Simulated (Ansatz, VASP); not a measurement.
# AlNi in VASP and in Ansatz

```xyz
2
Lattice="2.8619 0.0000 0.0000 0.0000 2.8619 0.0000 0.0000 0.0000 2.8619" Properties=species:S:1:pos:R:3 pbc="T T T"
Al    0.0000    0.0000    0.0000
Ni    1.4310    1.4310    1.4310
```

Alike in both runs: functional PBEsol; k mesh 16 × 16 × 16; occupations fermi-dirac, width 0.05 eV; no spin polarisation.

Ansatz relaxed the structure, and its values are those at the end. VASP's run is a single point on that final structure, the one shown.

|  | VASP | Ansatz |
| --- | --- | --- |
| version | VASP 6.6.1 | Ansatz 0.2.0 |
| potentials or method | VASP PAW PBE potentials, release 64 (Al, Ni) | PAW with Ansatz's default frozen-core files, scalar-relativistic |
| plane-wave cutoff (eV) | 520 | 420 |
| valence electrons in the cell | 13 | 21 |

|  | VASP | Ansatz | Ansatz less VASP |
| --- | --- | --- | --- |
| pressure (GPa) | 0.2 | 0.0 | -0.20 |

VASP's potentials were made for PBE, not for PBEsol. With one functional, cell and mesh, what is left measures potentials, basis and numerics. VASP's potentials hold 13 valence electrons a cell and Ansatz's 21, so a difference there can come from the potentials and not from the codes.
